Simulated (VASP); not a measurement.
# InSb (I4/mmm) in VASP: a series of runs, part 2 of 2

VASP 6.6.1. Earlier steps stand in the parts before.

### 3 Single point, PBE (27.53 Å³/atom)

The input, INCAR:

```
  PREC = Accurate
  ENCUT = 520
  EDIFF = 1E-7
  ISMEAR = 0
  SIGMA = 0.15
  LREAL = False
  LASPH = True
  NELM = 60
  ALGO = Normal
  ISIF = 2
  LWAVE = False
  LCHARG = True
  GGA = PE
  LELF = True
  LVHAR = True
  NBANDS = 16
```

The input, KPOINTS:

```
Automatic mesh
0
Gamma
  14 14 14
```

The input, POSCAR:

```
InSb
1.0
    0.0000000000      3.1441736391      2.7847945922
    3.1441736391      0.0000000000      2.7847945922
    3.1441736391      3.1441736391      0.0000000000
In Sb
1 1
Direct
    0.0000000000      0.0000000000      0.0000000000
    0.5000000000      0.5000000000      0.5000000000
```

Potentials or basis: VASP PAW PBE potentials, release 64 (In_d, Sb).

Launch:

```
$ cat potpaw_PBE.64/In_d/POTCAR potpaw_PBE.64/Sb/POTCAR > POTCAR
$ mpirun -np 1 vasp_std > vasp.out
```

OUTCAR:

```text
PREC = Accurate
   ENCUT = 520
   EDIFF = 1E-7
   ISMEAR = 0
   LREAL = False
   LASPH = True
   NELM = 60
   ISIF = 2
   GGA = PE

 ion  position               nearest neighbor table
   1  0.000  0.000  0.000-   2 2.78   2 2.78   2 3.14   2 3.14   2 3.14   2 3.14
   2  0.500  0.500  0.500-   1 2.78   1 2.78   1 3.14   1 3.14   1 3.14   1 3.14

  LATTYP: Found a body centered tetragonal cell.
 ALAT       =     4.4465330029
 C/A-ratio  =     1.2525689522

  Lattice vectors:
[... 642 lines left out ...]
 [... further k-points ...]

------------------------ aborting loop because EDIFF is reached ----------------------------------------

  FORCE on cell =-STRESS in cart. coord.  units (eV):
  Direction    XX          YY          ZZ          XY          YZ          ZX
  --------------------------------------------------------------------------------------
  -------------------------------------------------------------------------------------
  Total       -0.1560342     -0.1560342      5.4103255      0.0000000     -0.0000000     -0.0000000
  in kB       -4.5404002     -4.5404002    157.4337231      0.0000000     -0.0000000     -0.0000000
  external PRESSURE =      49.4509742 kB  Pullay stress =       0.0000000 kB

 VOLUME and BASIS-vectors are now :
 -----------------------------------------------------------------------------
  energy-cutoff  :      520.00
  volume of cell :       55.06
      direct lattice vectors                 reciprocal lattice vectors
     0.000000000  3.144173639  2.784794592    -0.159024296  0.159024296  0.179546456
     3.144173639  0.000000000  2.784794592     0.159024296 -0.159024296  0.179546456
     3.144173639  3.144173639  0.000000000     0.159024296  0.159024296 -0.179546456

 POSITION                                       TOTAL-FORCE (eV/Angst)
 -----------------------------------------------------------------------------------
      0.00000      0.00000      0.00000         0.000000     -0.000000     -0.000000
      3.14417      3.14417      2.78479        -0.000000      0.000000      0.000000
 -----------------------------------------------------------------------------------
    total drift:                                0.000000     -0.000000     -0.000000

  FREE ENERGIE OF THE ION-ELECTRON SYSTEM (eV)
  ---------------------------------------------------
  free  energy   TOTEN  =        -6.4331639610 eV

  energy  without entropy=       -6.4169884944  energy(sigma->0) =       -6.42507623
```

OSZICAR:

```text
N       E                     dE             d eps       ncg     rms          rms(c)
DAV:   1     0.111431312745E+03    0.11143E+03   -0.80791E+03  7840   0.120E+03
DAV:   2     0.212397825580E+00   -0.11122E+03   -0.10756E+03  8856   0.294E+02
DAV:   3    -0.632517946675E+01   -0.65376E+01   -0.64862E+01  9992   0.704E+01
DAV:   4    -0.649441324168E+01   -0.16923E+00   -0.16917E+00  9944   0.122E+01
DAV:   5    -0.650273676969E+01   -0.83235E-02   -0.83233E-02 11576   0.230E+00    0.378E+00
DAV:   6    -0.643762952350E+01    0.65107E-01   -0.12047E-01 10680   0.592E+00    0.211E+00
DAV:   7    -0.643310212562E+01    0.45274E-02   -0.31771E-02 11992   0.209E+00    0.595E-01
DAV:   8    -0.643305155258E+01    0.50573E-04   -0.30929E-03 10048   0.704E-01    0.173E-01
DAV:   9    -0.643316539538E+01   -0.11384E-03   -0.27069E-04 10624   0.159E-01    0.673E-02
DAV:  10    -0.643316149364E+01    0.39017E-05   -0.15064E-05 10696   0.304E-02    0.365E-02
DAV:  11    -0.643316400705E+01   -0.25134E-05   -0.60886E-06  9856   0.243E-02    0.109E-02
DAV:  12    -0.643316396098E+01    0.46071E-07   -0.32248E-07  9440   0.533E-03
   1 F= -.64331640E+01 E0= -.64250762E+01  d E =-.161755E-01
```

stdout:

```text
POSCAR found type information on POSCAR InSb
 POSCAR found :  2 types and       2 ions
 scaLAPACK will be used
 LDA part: xc-table for (Slater+PW92), standard interpolation
 POSCAR, INCAR and KPOINTS ok, starting setup
 FFT: planning ... GRIDC
 FFT: planning ... GRID_SOFT
 FFT: planning ... GRID
 WAVECAR not read
 entering main loop
```

Run time: 3.2 min. Hardware: 1 thread of Intel Xeon Platinum 8259CL at 2.50GHz (Skylake/Cascade Lake), shared host; peak memory 0.36 GiB.

What came out:

| Item | Value |
| --- | --- |
| Free energy | -6.4332 eV |
| Pressure | 4.9 GPa |
| Band gap on the k mesh | zero (bands 9 and 10 overlap by 3.18 eV) |

Stress tensor (GPa, compression positive):
```
-0.45  0.00  0.00
 0.00 -0.45  0.00
 0.00  0.00 15.74
```

Caveat: the cell stands under pressure; spin-orbit coupling is left out, which moves the levels of the heavy elements.

### 4 Single point, PBE (27.53 Å³/atom)

The input, INCAR:

```
SYSTEM = InSb
  ALGO = Normal
  EDIFF = 1E-7
  ENCUT = 520
  GGA = PE
  ISIF = 2
  ISMEAR = 0
  LASPH = .True.
  LCHARG = .True.
  LELF = .True.
  LREAL = .False.
  LVHAR = .True.
  LWAVE = .False.
  NBANDS = 16
  NELM = 100
  PREC = Accurate
  SIGMA = 0.15
```

The input, KPOINTS:

```
k-points
0
Gamma
  14 14 14
  0 0 0
```

The input, POSCAR:

```
InSb
1.0
    0.0000000000      2.8998181013      3.2738946363
    2.8998181013      0.0000000000      3.2738946363
    2.8998181013      2.8998181013      0.0000000000
In Sb
1 1
Direct
    0.0000000000      0.0000000000      0.0000000000
    0.5000000000      0.5000000000      0.5000000000
```

Launch:

```
$ cat potpaw_PBE.64/In_d/POTCAR potpaw_PBE.64/Sb/POTCAR > POTCAR
$ mpirun -np 1 vasp_std > vasp.out
```

Run time: 3.7 min. Hardware: 1 thread of Intel Xeon Platinum 8259CL at 2.50GHz (Skylake/Cascade Lake), shared host; peak memory 0.36 GiB.

It converged, with:

```yaml
Free_energy: -6.4886 eV
Pressure: 4.6 GPa
Band_gap_on_the_k_mesh: zero (bands 9 and 10 overlap by 2.77 eV)
```

Stress tensor (GPa, compression positive):
```
 8.02  0.00  0.00
 0.00  8.02  0.00
 0.00  0.00 -2.24
```

Levels at points of the mesh, in eV from the Fermi level:
```csv
k point,band 7,band 8,band 9,band 10,band 11,band 12
"(0.00, 0.00, 0.00)",-0.47,-0.47,-0.02,0.62,4.23,5.75
"(0.50, 0.00, 0.00)",-6.73,-0.11,0.70,1.51,2.87,2.90
"(0.50, 0.50, 0.00)",-4.66,-2.38,-1.95,-1.95,3.49,8.97
"(0.50, 0.00, 0.50)",-4.75,-3.65,-3.10,-1.75,3.05,6.64
```

Caveat: the cell stands under pressure; spin-orbit coupling is left out, which moves the levels of the heavy elements.

### 5 Single point, PBE (28.31 Å³/atom)

This run uses another cell than the first one, of 28.31 Å³/atom.

The input, INCAR:

```
SYSTEM = InSb
PREC = Accurate
ENCUT = 520
EDIFF = 1E-7
ISMEAR = 0
SIGMA = 0.15
LREAL = .FALSE.
LASPH = .TRUE.
NELM = 60
ALGO = Normal
ISIF = 2
LWAVE = .FALSE.
LCHARG = .FALSE.
GGA = PE
NBANDS = 16
```

The input, KPOINTS:

```
regular mesh
0
G
  14 14 14
  0 0 0
```

The input, POSCAR:

```
InSb
1.0
    0.0000000000      3.2382243348      2.6993838055
    3.2382243348      0.0000000000      2.6993838055
    3.2382243348      3.2382243348      0.0000000000
In Sb
1 1
Direct
    0.0000000000      0.0000000000      0.0000000000
    0.5000000000      0.5000000000      0.5000000000
```

Launch:

```
$ cat potpaw_PBE.64/In_d/POTCAR potpaw_PBE.64/Sb/POTCAR > POTCAR
$ mpirun -np 1 vasp_std > vasp.out
```

Run time: 3 min. Hardware: 1 thread of Intel Xeon Platinum 8259CL at 2.50GHz (Skylake/Cascade Lake), shared host; peak memory 0.36 GiB.

Results (log left out):

```
Free energy            : -6.2027 eV
Pressure               : 5.7 GPa
Band gap on the k mesh : zero (bands 9 and 10 overlap by 3.35 eV)
```

Stress tensor (GPa, compression positive):
```
-2.26  0.00  0.00
 0.00 -2.26  0.00
 0.00  0.00 21.55
```

Levels at points of the mesh, in eV from the Fermi level:
| k point | band 5 | band 6 | band 7 | band 8 | band 9 | band 10 | band 11 | band 12 | band 13 | band 14 |
| --- | --- | --- | --- | --- | --- | --- | --- | --- | --- | --- |
| (0.00, 0.00, 0.00) | -14.51 | -11.14 | -1.38 | -0.05 | 0.59 | 0.59 | 4.49 | 4.49 | 6.04 | 6.04 |
| (0.50, 0.00, 0.00) | -14.51 | -9.37 | -6.66 | -0.09 | 0.32 | 1.51 | 1.85 | 4.21 | 4.35 | 9.43 |
| (0.50, 0.50, 0.00) | -14.52 | -7.83 | -4.56 | -3.93 | -2.72 | -2.72 | 2.75 | 8.03 | 8.03 | 10.18 |
| (0.50, 0.00, 0.50) | -14.50 | -9.08 | -4.57 | -2.90 | -2.50 | -0.85 | 3.65 | 5.85 | 9.40 | 10.15 |

Caveat: the cell stands under pressure; spin-orbit coupling is left out, which moves the levels of the heavy elements.

### 6 The runs side by side

| cell | gap on the mesh (eV) | pressure (GPa) |
| --- | --- | --- |
| a = 4.177, b = 4.177, c = 4.537 Å, angles 57.1, 57.1, 65.8°, 2 atoms | none | 7.6 |
| a = 4.200, b = 4.200, c = 4.447 Å, angles 58.0, 58.0, 63.9°, 2 atoms | none | 4.9 |
| a = 4.373, b = 4.373, c = 4.101 Å, angles 62.0, 62.0, 55.9°, 2 atoms | none | 4.6 |
| a = 4.216, b = 4.216, c = 4.580 Å, angles 57.1, 57.1, 65.8°, 2 atoms | none | 5.7 |

Alike in all rows: task single point; level PBE; potentials or basis VASP PAW PBE potentials, release 64 (In_d, Sb); no spin polarisation; k mesh 14 × 14 × 14; cutoff (eV) 520; smearing gaussian 0.15 eV.

Caveats: the cell stands under pressure; spin-orbit coupling is left out, which moves the levels of the heavy elements.

Total energies depend on the potentials used, so only differences within one code and one set of settings carry meaning.
